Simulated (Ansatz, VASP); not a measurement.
# La3Si2O: VASP beside Ansatz

File INCAR:

```
SYSTEM = La3Si2O
  PREC = Accurate
  ENCUT = 520
  EDIFF = 1E-6
  ISMEAR = 0
  SIGMA = 0.1
  LREAL = .False.
  LASPH = .True.
  NELM = 100
  ALGO = Normal
  ISIF = 2
  LWAVE = .False.
  LCHARG = .True.
  GGA = PE
  LELF = .True.
  LVHAR = .True.
  NBANDS = 59
```

Contents of KPOINTS:

```
regular mesh
0
Gamma
  3 3 2
  0 0 0
```

Contents of POSCAR:

```
La3Si2O
1.0
    6.1311141700      0.0000000000      0.0000000000
   -3.0655570900      5.3097006300      0.0000000000
    0.0000000000      0.0000000000      8.4703589900
La Si O
6 4 2
Direct
    0.1525682700      0.8474317300      0.2500000000
    0.1525682700      0.3051365500      0.2500000000
    0.6948634500      0.8474317300      0.2500000000
    0.8474317300      0.1525682700      0.7500000000
    0.8474317300      0.6948634500      0.7500000000
    0.3051365500      0.1525682700      0.7500000000
    0.0000000000      0.0000000000      0.0931505900
    0.0000000000      0.0000000000      0.4068494100
    0.0000000000      0.0000000000      0.9068494100
    0.0000000000      0.0000000000      0.5931505900
    0.0000000000      0.0000000000      0.2500000000
    0.0000000000      0.0000000000      0.7500000000
```

Input for Ansatz:

```yaml
crystal:
  lattice:
    - [6.13111417, 0.0, 0.0]
    - [-3.06555709, 5.30970063, 0.0]
    - [0.0, 0.0, 8.47035899]
  atoms:
    - { symbol: La, position: [0.15256827, 0.84743173, 0.25] }
    - { symbol: La, position: [0.15256827, 0.30513655, 0.25] }
    - { symbol: La, position: [0.69486345, 0.84743173, 0.25] }
    - { symbol: La, position: [0.84743173, 0.15256827, 0.75] }
    - { symbol: La, position: [0.84743173, 0.69486345, 0.75] }
    - { symbol: La, position: [0.30513655, 0.15256827, 0.75] }
    - { symbol: Si, position: [0.0, 0.0, 0.09315059] }
    - { symbol: Si, position: [0.0, 0.0, 0.40684941] }
    - { symbol: Si, position: [0.0, 0.0, 0.90684941] }
    - { symbol: Si, position: [0.0, 0.0, 0.59315059] }
    - { symbol: O, position: [0.0, 0.0, 0.25] }
    - { symbol: O, position: [0.0, 0.0, 0.75] }
basis:
  ecutwfc: 420
kpoints:
  mp_grid: { grid: [3, 3, 2] }
hamiltonian:
  xc: pbe
scf:
  occupations: { method: gaussian, width: 0.1 }
  lower_state_search: "off"
output:
  forces: true
  stress: true
  eigenvalues: true
```

Alike in both runs: task single point; functional PBE; k mesh 3 × 3 × 2; occupations gaussian, width 0.1 eV; no spin polarisation.

|  | VASP | Ansatz |
| --- | --- | --- |
| version | VASP 6.6.1 | Ansatz 0.2.0 |
| potentials or method | VASP PAW PBE potentials, release 64 (La, Si, O), cutoff 520 eV | scalar-relativistic, plane waves, PAW |
| valence electrons in the cell | 94 | 94 |

Ansatz gave:

```
gap on the k mesh at the Fermi level (eV) : none
rms of the force components (eV/Å)        : 19.163
```

**Question.** What did VASP give for the same quantities?

**Answer.** gap on the k mesh at the Fermi level (eV): none; rms of the force components (eV/Å): 19.331.

Atom by atom the forces differ by 0.471 eV/Å (rms over components). A gap of «none» marks a metal or a gap that the smearing closes. The functional is the same, so the differences come from potentials, cutoffs and numerics.

The k mesh is coarse, so the values compare programs but aren't converged. Neither program's run includes spin-orbit coupling.
